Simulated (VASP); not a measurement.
A run of VASP 6.6.1 is set up as follows.

INCAR

```
SYSTEM = P
PREC = Accurate
ENCUT = 520
EDIFF = 1E-7
ISMEAR = 0
SIGMA = 0.02
LREAL = .FALSE.
LASPH = .TRUE.
NELM = 60
ALGO = Normal
ISIF = 2
LWAVE = .FALSE.
LCHARG = .FALSE.
LDIPOL = .TRUE.
IDIPOL = 3
DIPOL = 0.5 0.5 0.500
GGA = PE
IVDW = 12
NBANDS = 12
```

Contents of KPOINTS:

```
Automatic mesh
0
G
  9 9 1
  0 0 0
```

File POSCAR:

```
P
1.0
    3.4490000000      0.0000000000      0.0000000000
   -1.7245000000      2.9869216177      0.0000000000
    0.0000000000      0.0000000000     28.0000000000
P
2
Direct
    0.3333333333      0.6666666667      0.5190535714
    0.6666666667      0.3333333333      0.4809464286
```

Potentials or basis: VASP PAW PBE potentials, release 64 (P).

Launch:

```console
$ cat potpaw_PBE.64/P/POTCAR > POTCAR
$ mpirun -np 1 vasp_std > vasp.out
```

(1) Predict the dispersion energy per atom.

(2) What does it give for the band gap on the k mesh?

Results:

(1) -0.191 eV.

(2) 0.73 eV, indirect (least direct gap 1.27 eV).
